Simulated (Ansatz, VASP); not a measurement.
## One calculation of W, two programs

Contents of INCAR:

```
SYSTEM = W
ALGO = Fast ; EDIFF = 1E-6
ENCUT = 520 ; GGA = CA
ISIF = 2 ; ISMEAR = 0
LASPH = .TRUE. ; LCHARG = .TRUE.
LELF = .TRUE. ; LREAL = .FALSE.
LVHAR = .TRUE. ; LWAVE = .FALSE.
NBANDS = 13 ; NELM = 80
PREC = Accurate ; SIGMA = 0.15
```

File KPOINTS:

```
k-points
0
G
  22 22 22
  0 0 0
```

File POSCAR:

```
W
1.0
    0.0000000000      1.9767972032      1.8775619836
    1.9767972032      0.0000000000      1.8775619836
    1.9767972032      1.9767972032      0.0000000000
W
1
Direct
    0.0000000000      0.0000000000      0.0000000000
```

Input for Ansatz:

```yaml
crystal:
  lattice:
    - [0.0, 1.9767972032, 1.8775619836]
    - [1.9767972032, 0.0, 1.8775619836]
    - [1.9767972032, 1.9767972032, 0.0]
  atoms:
    - { symbol: W, position: [0.0, 0.0, 0.0] }
basis:
  ecutwfc: 420
kpoints:
  mp_grid: { grid: [22, 22, 22] }
hamiltonian:
  xc: lda
  pseudopotentials: { kind: paw, azcp: { folder: soft_1 } }
scf:
  occupations: { method: gaussian, width: 0.15 }
output:
  forces: true
  stress: true
  eigenvalues: true
```

Alike in both runs: task single point; functional LDA; k mesh 22 × 22 × 22; occupations gaussian, width 0.15 eV; no spin polarisation.

|  | VASP | Ansatz |
| --- | --- | --- |
| version | VASP 6.6.1 | Ansatz 0.2.0 |
| potentials or method | VASP PAW LDA potentials, release 64 (W_sv), cutoff 520 eV | scalar-relativistic, plane waves, PAW |
| valence electrons in the cell | 14 | 14 |

VASP gave:

```
gap on the k mesh at the Fermi level (eV)                     : none
pressure (GPa)                                                : 25.9
traceless stress, the component that is largest in VASP (GPa) : -11.08
```

Question: Estimate Ansatz's values.

Answer: gap on the k mesh at the Fermi level (eV): none; pressure (GPa): 23.6; traceless stress, the component that is largest in VASP (GPa): -11.06.

Ansatz warns that its potentials were made for another functional, while VASP's fit it. LDA's correlation is that of Perdew and Zunger in VASP and of Perdew and Wang (1992) in Ansatz. A gap of «none» marks a metal or a gap that the smearing closes.

Neither program's run includes spin-orbit coupling.
